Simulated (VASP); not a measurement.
TiAl3: single point with PBE

TiAl3:

```xyz
4
Lattice="-1.9941 1.9941 4.4025 1.9941 -1.9941 4.4025 1.9941 1.9941 -4.4025" Properties=species:S:1:pos:R:3 pbc="T T T"
Ti    0.0000    0.0000   -0.3115
Al    0.0000    0.0000    4.2062
Al    0.0000    1.9941    2.4551
Al    1.9941    0.0000    2.4551
```

This cell differs from its parent crystal: strained and its atoms moved.

| Quantity | Value |
| --- | --- |
| Program | VASP 6.6.1 |
| Task | single point |
| Functional | PBE |
| Potentials or basis | VASP PAW PBE potentials, release 64 (Ti_sv, Al) |
| Cutoff | 520 eV |
| k mesh | 14 × 14 × 14 |
| Occupations | gaussian, width 0.1 eV |
| Spin | no spin polarisation |

The pressure is 1.1 GPa. The largest force is 3.459 eV/Å and the band gap on the k mesh is zero (an odd number of electrons rules out a gap without spin polarisation).

Forces in eV/Å, atoms in the order of the input:
```
Ti   0.000  0.000  3.459
Al   0.000  0.000  1.562
Al   0.000  0.000 -2.511
Al   0.000  0.000 -2.511
```

Stress tensor (GPa, compression positive):
```
-0.96  0.00  0.00
 0.00 -0.96  0.00
 0.00  0.00  5.33
```

Levels at points of the mesh, in eV from the Fermi level:
| k point | band 8 | band 9 | band 10 | band 11 | band 12 | band 13 | band 14 | band 15 |
| --- | --- | --- | --- | --- | --- | --- | --- | --- |
| (0.00, 0.00, 0.00) | -1.82 | -1.56 | -1.56 | 0.57 | 1.31 | 1.31 | 2.12 | 2.25 |
| (0.50, 0.00, 0.00) | -2.53 | -1.45 | -0.17 | -0.12 | 1.27 | 1.87 | 2.47 | 3.17 |
| (0.50, 0.50, 0.00) | -3.43 | -2.31 | -1.68 | -0.49 | 1.19 | 1.44 | 2.16 | 2.61 |
| (0.50, 0.50, 0.50) | -1.56 | -1.56 | -0.03 | 0.66 | 0.93 | 0.93 | 2.68 | 3.86 |

It took 25 min on 1 thread of AMD EPYC 7R13 (shared host), peak memory 0.43 GiB.

Caveat: the cell differs from its parent crystal (strained and its atoms moved); forces of over 1 eV/Å act on the atoms, so gaps and moduli don't describe the material at rest.
